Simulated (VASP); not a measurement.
A run of VASP 6.6.1:

INCAR

```
SYSTEM = Mo
PREC     = Accurate       ! precision mode
ENCUT    = 520            ! plane-wave cutoff, eV
EDIFF    = 1E-7           ! SCF threshold, eV
ISMEAR   = 0              ! smearing method
SIGMA    = 0.15           ! smearing width, eV
LREAL    = .False.        ! projectors in reciprocal space
LASPH    = .True.         ! aspherical terms in the spheres
NELM     = 100            ! most SCF steps
ALGO     = Fast           ! electronic algorithm
ISIF     = 2              ! what is computed and relaxed
LWAVE    = .False.        ! write WAVECAR
LCHARG   = .True.         ! write CHGCAR
GGA      = PS             ! functional
LELF     = .True.         ! ELF
LVHAR    = .True.       
NBANDS   = 13             ! bands
```

KPOINTS

```
regular mesh
0
Gamma
  20 20 20
  0 0 0
```

File POSCAR:

```
Mo
1.0
    0.0000000000      2.0150000000      2.1762000000
    2.0150000000      0.0000000000      2.1762000000
    2.0150000000      2.0150000000      0.0000000000
Mo
1
Direct
    0.0000000000      0.0000000000      0.0000000000
```

Potentials or basis: VASP PAW PBE potentials, release 64 (Mo_sv).

The run is started by

```sh
$ cat potpaw_PBE.64/Mo_sv/POTCAR > POTCAR
$ mpirun -np 1 vasp_std > vasp.out
```

Hardware: 1 thread of Intel(R) Xeon(R) 6975P-C (Granite Rapids), with other jobs on the host.

**Question.** Estimate the wall time of this run.

**Answer.** It took 42 s on 1 thread of Intel(R) Xeon(R) 6975P-C (Granite Rapids) (shared host), peak memory 0.25 GiB. Counts: scf iterations 13, k points 641.
